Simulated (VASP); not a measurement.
Set up this calculation in VASP 6.6.1, as the native input.

```
Task                   : single point
Functional             : PBE
Potentials or basis    : VASP PAW PBE potentials, release 64 (Ge_d)
Cutoff                 : 520 eV
k mesh                 : 14 × 14 × 14
Occupations            : gaussian, width 0.15 eV
Spin                   : no spin polarisation
Dipole correction      : no
Further INCAR settings : ALGO = Normal; EDIFF = 1e-06; NBANDS = 21
```

The structure of Ge lies in POSCAR:

```
Ge
1.0
   -0.1152213909      2.8805347716      2.8517294239
    2.8805347716     -0.1152213909      2.8517294239
    2.7653133807      2.7653133807      0.0000000000
Ge
2
Direct
    0.5000000000      0.5000000000      0.5000000000
    0.7500000000      0.7500000000      0.7500000000
```

This cell differs from its parent crystal: engineering shear strain xy -0.0800, normal strain along z -0.0100.

The input as run:

INCAR

```
PREC = Accurate
ENCUT = 520
EDIFF = 1E-6
ISMEAR = 0
SIGMA = 0.15
LREAL = False
LASPH = True
NELM = 60
ALGO = Normal
ISIF = 2
LWAVE = False
LCHARG = False
GGA = PE
NBANDS = 21
```

KPOINTS

```
Automatic mesh
0
Gamma
  14 14 14
```

Potentials or basis: VASP PAW PBE potentials, release 64 (Ge_d).

Run with:

```bash
$ cat potpaw_PBE.64/Ge_d/POTCAR > POTCAR
$ mpirun -np 1 vasp_std > vasp.out
```

Results of the run:

```
Pressure               : 1.2 GPa
Largest force          : 0.631 eV/Å
Band gap on the k mesh : zero (bands 14 and 15 overlap by 0.25 eV)
```

Caveat: the cell differs from its parent crystal (engineering shear strain xy -0.0800, normal strain along z -0.0100); semilocal functionals underestimate gaps, and a narrow one can read as zero.

Run time: 3 min on 1 thread of Intel(R) Xeon(R) 6975P-C (Granite Rapids) (shared host), peak memory 0.42 GiB.
